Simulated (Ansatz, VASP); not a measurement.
One calculation of ZnS, two programs

```
Zn S
1.0
     1.75259   -7.22559    0.00000
     1.75259    7.22559    0.00000
     0.00000    0.00000    3.50771
Zn S
2 2
Direct
  0.81961 0.18039 0.25000
  0.18039 0.81961 0.75000
  0.65117 0.34883 0.25000
  0.34883 0.65117 0.75000
```

Alike in both runs: functional PBE; k mesh 8 × 8 × 8; occupations gaussian, width 0.02 eV; no spin polarisation.

Ansatz relaxed the structure, and its values are those at the end. VASP's run is a single point on that final structure, the one shown.

|  | VASP | Ansatz |
| --- | --- | --- |
| version | VASP 6.6.1 | Ansatz 0.2.0 |
| potentials or method | VASP PAW PBE potentials, release 64 (Zn, S), cutoff 520 eV | scalar-relativistic, plane waves, PAW |
| valence electrons in the cell | 36 | 36 |

```csv
,VASP,Ansatz,Ansatz less VASP
gap on the k mesh at the Fermi level (eV),0.65,0.66,+0.008
least direct gap on the mesh (eV),2.20,2.22,+0.016
pressure (GPa),0.1,0.0,-0.09
rms of the force components (eV/Å),0.011,0.001,-0.0102
```
